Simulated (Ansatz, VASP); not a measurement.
## HfSn3S8 in VASP and in Ansatz

File INCAR:

```
SYSTEM = HfSn3S8
PREC = Accurate ; ENCUT = 520
EDIFF = 1E-6 ; ISMEAR = 0
SIGMA = 0.1 ; LREAL = .False.
LASPH = .True. ; NELM = 60
ALGO = Normal ; ISIF = 2
LWAVE = .False. ; LCHARG = .True.
GGA = PE ; LELF = .True.
LVHAR = .True. ; NBANDS = 62
```

Contents of KPOINTS:

```
Automatic mesh
0
Gamma
  2 3 3
  0 0 0
```

The input POSCAR:

```
HfSn3S8
1.0
    0.0000000000      0.0000000000      6.8166630203
    7.3978110645      0.0000000000      0.0000000000
   -3.6989055322      6.4066923142      0.0000000000
Hf Sn S
1 3 8
Direct
    0.0000000000      0.0000000000      0.0000000000
    0.0000000000      0.5000000000      0.5000000000
    0.0000000000      0.5000000000      1.0000000000
    0.0000000000      1.0000000000      0.5000000000
    0.2165609801      0.6693214961      0.8346607480
    0.2148821639      0.6666666667      0.3333333333
    0.2165609801      0.1653392520      0.8346607480
    0.2165609801      0.1653392520      0.3306785039
    0.7834390199      0.8346607480      0.6693214961
    0.7834390199      0.8346607480      0.1653392520
    0.7851178361      0.3333333333      0.6666666667
    0.7834390199      0.3306785039      0.1653392520
```

Input for Ansatz:

```yaml
crystal:
  lattice:
    - [0.0, 0.0, 6.8166630203]
    - [7.3978110645, 0.0, 0.0]
    - [-3.6989055322, 6.4066923142, 0.0]
  atoms:
    - { symbol: Hf, position: [0.0, 0.0, 0.0] }
    - { symbol: Sn, position: [0.0, 0.5, 0.5] }
    - { symbol: Sn, position: [0.0, 0.5, 1.0] }
    - { symbol: Sn, position: [0.0, 1.0, 0.5] }
    - { symbol: S, position: [0.2165609801, 0.6693214961, 0.834660748] }
    - { symbol: S, position: [0.2148821639, 0.6666666667, 0.3333333333] }
    - { symbol: S, position: [0.2165609801, 0.165339252, 0.834660748] }
    - { symbol: S, position: [0.2165609801, 0.165339252, 0.3306785039] }
    - { symbol: S, position: [0.7834390199, 0.834660748, 0.6693214961] }
    - { symbol: S, position: [0.7834390199, 0.834660748, 0.165339252] }
    - { symbol: S, position: [0.7851178361, 0.3333333333, 0.6666666667] }
    - { symbol: S, position: [0.7834390199, 0.3306785039, 0.165339252] }
basis:
  ecutwfc: 420
kpoints:
  mp_grid: { grid: [2, 3, 3] }
hamiltonian:
  xc: pbe
scf:
  occupations: { method: gaussian, width: 0.1 }
  lower_state_search: "off"
output:
  forces: true
  stress: true
  eigenvalues: true
```

Alike in both runs: task single point; functional PBE; k mesh 2 × 3 × 3; occupations gaussian, width 0.1 eV; no spin polarisation.

|  | VASP | Ansatz |
| --- | --- | --- |
| version | VASP 6.6.1 | Ansatz 0.2.0 |
| potentials or method | VASP PAW PBE potentials, release 64 (Hf_pv, Sn_d, S), cutoff 520 eV | scalar-relativistic, plane waves, PAW |
| valence electrons in the cell | 100 | 116 |

```csv
,VASP,Ansatz,Ansatz less VASP
gap on the k mesh at the Fermi level (eV),0.89,0.87,-0.016
least direct gap on the mesh (eV),0.97,0.96,-0.008
pressure (GPa),-0.2,0.0,+0.21
rms of the force components (eV/Å),0.018,0.004,-0.0141
```

Atom by atom the forces differ by 0.017 eV/Å (rms over components). VASP's potentials hold 100 valence electrons a cell and Ansatz's 116, so a difference there can come from the potentials and not from the codes.

The k mesh is coarse, so the values compare programs but aren't converged. Spin-orbit coupling is off throughout.
